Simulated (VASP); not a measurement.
A run of VASP 6.6.1 is set up as follows.

File INCAR:

```
SYSTEM = CsCl
PREC = Accurate
ENCUT = 500
EDIFF = 1E-6
ISMEAR = 0
SIGMA = 0.02
LREAL = .False.
LASPH = .True.
NELM = 120
ALGO = Normal
ISIF = 2
LWAVE = .False.
LCHARG = .False.
GGA = PE
NBANDS = 15
GGA_COMPAT = .False.
```

The input KPOINTS:

```
Automatic mesh
0
Gamma
  6 6 6
  0 0 0
```

Contents of POSCAR:

```
CsCl
1.0
    4.2472912002      0.0000000000      0.0000000000
    0.0000000000      4.2472912002      0.0000000000
    0.0000000000      0.0000000000      4.2472912002
Cs Cl
1 1
Direct
    0.0000000000      0.0000000000      0.0000000000
    0.5000000000      0.5000000000      0.5000000000
```

Potentials or basis: VASP PAW PBE potentials, release 64 (Cs_sv, Cl).

The run is started by

```sh
$ cat potpaw_PBE.64/Cs_sv/POTCAR potpaw_PBE.64/Cl/POTCAR > POTCAR
$ mpirun -np 1 vasp_std > vasp.out
```

Problem. Predict the band gap on the k mesh.

Solution. 4.88 eV.

Problem. Predict the pressure.

Solution. -0.4 GPa.

Caveat: spin-orbit coupling is left out, which moves the levels of the heavy elements. Expect the measured gap to be larger: semilocal functionals such as PBE lack the derivative discontinuity.
